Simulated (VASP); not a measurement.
Write the native input for VASP 6.6.1 that does the following.

* Task: relaxation of cell and atoms
* Functional: PBE
* Potentials or basis: VASP PAW PBE potentials, release 64 (Al, C)
* Cutoff: 600 eV
* k mesh: 8 × 8 × 8
* Occupations: gaussian, width 0.1 eV
* Spin: no spin polarisation
* Dipole correction: no
* Further INCAR settings: ALGO = Normal; EDIFF = 1e-07; IBRION = 2; EDIFFG = -0.01; NSW = 100; ISIF = 3

The structure of Al7C lies in POSCAR:

```
Al7C
1.0
   -3.1505062000      3.1505062000      3.1505062000
    3.1505062000     -3.1505062000      3.1505062000
    3.1505062000      3.1505062000     -3.1505062000
Al C
7 1
Direct
    0.0000000000      0.5000000000      0.5000000000
    0.5000000000      0.5000000000      0.0000000000
    0.5000000000      0.0000000000      0.5000000000
    0.0000000000      0.0000000000      0.5000000000
    0.0000000000      0.5000000000      0.0000000000
    0.5000000000      0.0000000000      0.0000000000
    0.5000000000      0.5000000000      0.5000000000
    0.0000000000      0.0000000000      0.0000000000
```

The cell was built from a structure type or drawn by symmetry, and may not be a known phase.

One way to write it, as run:

INCAR

```
SYSTEM = Al7C
PREC = Accurate ; ENCUT = 600
EDIFF = 1E-7 ; ISMEAR = 0
SIGMA = 0.1 ; LREAL = .FALSE.
LASPH = .TRUE. ; NELM = 60
ALGO = Normal ; ISIF = 3
LWAVE = .FALSE. ; LCHARG = .FALSE.
GGA = PE ; IBRION = 2
NSW = 100 ; EDIFFG = -0.01
```

KPOINTS

```
Automatic mesh
0
G
  8 8 8
  0 0 0
```

Potentials or basis: VASP PAW PBE potentials, release 64 (Al, C).

Command:

```sh
$ cat potpaw_PBE.64/Al/POTCAR potpaw_PBE.64/C/POTCAR > POTCAR
$ mpirun -np 1 vasp_std > vasp.out
```

Results of the run:

```
Relaxed volume                        : 15.38 Å³/atom
Relaxed cell                          : a = 5.427 Å, b = 5.427 Å, c = 5.427 Å, α = 109.47°, β = 109.47°, γ = 109.47°
Space group after relaxing (to 0.1 Å) : Im-3m (No. 229)
Energy gained by relaxing             : 0.9 meV/atom
Ionic steps                           : 2
Pressure after relaxing               : 0.1 GPa
Band gap on the k mesh                : zero (an odd number of electrons rules out a gap without spin polarisation)
```

Run time: 4.1 min on 1 thread of Intel Xeon 8259CL (shared host), peak memory 0.36 GiB.
